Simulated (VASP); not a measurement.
Set up this calculation in VASP 6.6.1, as the native input.

- Task: relaxation of cell and atoms
- Functional: LDA
- Potentials or basis: VASP PAW LDA potentials, release 64 (Pt)
- Cutoff: 600 eV
- k mesh: 26 × 26 × 26
- Occupations: gaussian, width 0.1 eV
- Spin: no spin polarisation
- Dipole correction: no
- Further INCAR settings: ALGO = Normal; EDIFF = 1e-07; IBRION = 2; EDIFFG = -0.002; NSW = 100; ISIF = 3

The structure of Pt lies in POSCAR:

```
Pt
1.0
    0.0000000000      1.9456504822      1.9456504822
    1.9456504822      0.0000000000      1.9456504822
    1.9456504822      1.9456504822      0.0000000000
Pt
1
Direct
    0.0000000000      0.0000000000      0.0000000000
```

These files were run (other wordings do the same):

INCAR

```
PREC     = Accurate       # precision mode
ENCUT    = 600            # plane-wave cutoff, eV
EDIFF    = 1E-7           # SCF threshold, eV
ISMEAR   = 0              # smearing method
SIGMA    = 0.1            # smearing width, eV
LREAL    = F              # projectors in reciprocal space
LASPH    = T              # aspherical terms in the spheres
NELM     = 60             # most SCF steps
ALGO     = Normal         # electronic algorithm
ISIF     = 3              # what is computed and relaxed
LWAVE    = F              # write WAVECAR
LCHARG   = F              # write CHGCAR
IBRION   = 2              # ionic algorithm
NSW      = 100            # ionic steps
EDIFFG   = -0.002         # ionic threshold
```

KPOINTS

```
regular mesh
0
Gamma
  26 26 26
```

Potentials or basis: VASP PAW LDA potentials, release 64 (Pt).

Run with:

```bash
$ cat potpaw_LDA.64/Pt/POTCAR > POTCAR
$ mpirun -np 1 vasp_std > vasp.out
```

It gave:

```
Relaxed volume                         : 14.80 Å³/atom
Relaxed cell                           : a = 2.756 Å, b = 2.756 Å, c = 2.756 Å, α = 60.00°, β = 60.00°, γ = 60.00°
Space group after relaxing (to 0.05 Å) : Fm-3m (No. 225)
Energy gained by relaxing              : 0.3 meV/atom
Ionic steps                            : 3
Pressure after relaxing                : 0.0 GPa
Band gap on the k mesh                 : zero (band 5 reaches 12.02 eV, above the bottom of band 6 at 9.72 eV)
```

Caveat: spin-orbit coupling is left out, which moves the levels of the heavy elements.

Run time: 110 s on 1 thread of AMD EPYC 7R13 Processor (Zen 3), with other jobs on the host, peak memory 0.19 GiB.
